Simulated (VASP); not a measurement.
## CaO (eos): single point with LDA

Crystal: CaO (eos).

```
Ca O
1.0
     0.00000    2.42232    2.42232
     2.42232    0.00000    2.42232
     2.42232    2.42232    0.00000
Ca O
1 1
Direct
  0.00000 0.00000 0.00000
  0.50000 0.50000 0.50000
```

This cell differs from its parent crystal: volume scaled by 1.09.

```json
{
 "Program": "VASP 6.6.1",
 "Task": "single point",
 "Functional": "LDA",
 "Potentials or basis": "VASP PAW LDA potentials, release 64 (Ca_sv, O)",
 "Cutoff": "600 eV",
 "k mesh": "8 × 8 × 8",
 "Occupations": "gaussian, width 0.02 eV",
 "Spin": "no spin polarisation"
}
```

```json
{
 "Pressure": "-8.6 GPa",
 "Band gap on the k mesh": "3.47 eV, indirect (least direct gap 3.85 eV)"
}
```

Levels at points of the mesh, in eV from the valence-band top:
```
           k point  band 6  band 7  band 8  band 9  band 10  band 11
(0.00, 0.00, 0.00)    0.00    0.00    0.00    4.38     6.05     6.05
(0.50, 0.00, 0.00)   -2.65   -1.18   -1.18    6.85     8.14     8.18
(0.50, 0.50, 0.00)   -1.32   -0.38   -0.38    3.47     7.84     8.74
```

It took 20 s on 1 thread of Intel Xeon 8259CL, with other jobs on the host, peak memory 0.15 GiB.

 A k mesh can miss the band edges.
